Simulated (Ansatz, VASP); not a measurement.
**Be4Se: VASP beside Ansatz**

```
CELL_PARAMETERS angstrom
3.60427 0.00000 0.00000
0.00000 3.60427 0.00000
0.00000 0.00000 4.23823
ATOMIC_POSITIONS crystal
Be 0.28977 0.00000 0.90448
Be 0.71023 0.00000 0.90448
Be 0.00000 0.71023 0.09552
Be 0.00000 0.28977 0.09552
Se 0.00000 0.00000 0.50000
```

Alike in both runs: task relaxation of cell and atoms; functional PBE; k mesh 6 × 6 × 4; occupations gaussian, width 0.1 eV; no spin polarisation.

|  | VASP | Ansatz |
| --- | --- | --- |
| version | VASP 6.6.1 | Ansatz 0.2.0 |
| potentials or method | VASP PAW PBE potentials, release 64 (Be, Se), cutoff 600 eV | scalar-relativistic, plane waves, PAW |
| valence electrons in the cell | 14 | 24 |

|  | VASP | Ansatz | Ansatz less VASP |
| --- | --- | --- | --- |
| gap on the k mesh at the Fermi level, each at its own relaxed structure (eV) | 0.24 | 0.22 | -0.017 |
| relaxed volume (Å³/atom) | 19.29 | 19.16 | -0.125 |
| relaxed cell length with the largest relative difference (Å) | 4.240 | 4.227 | -0.0123 |

VASP's potentials hold 14 valence electrons a cell and Ansatz's 24, so a difference there can come from the potentials and not from the codes.

Noted on VASP's run: the volume moved by over 15 % at a fixed basis, so the end points are rough.
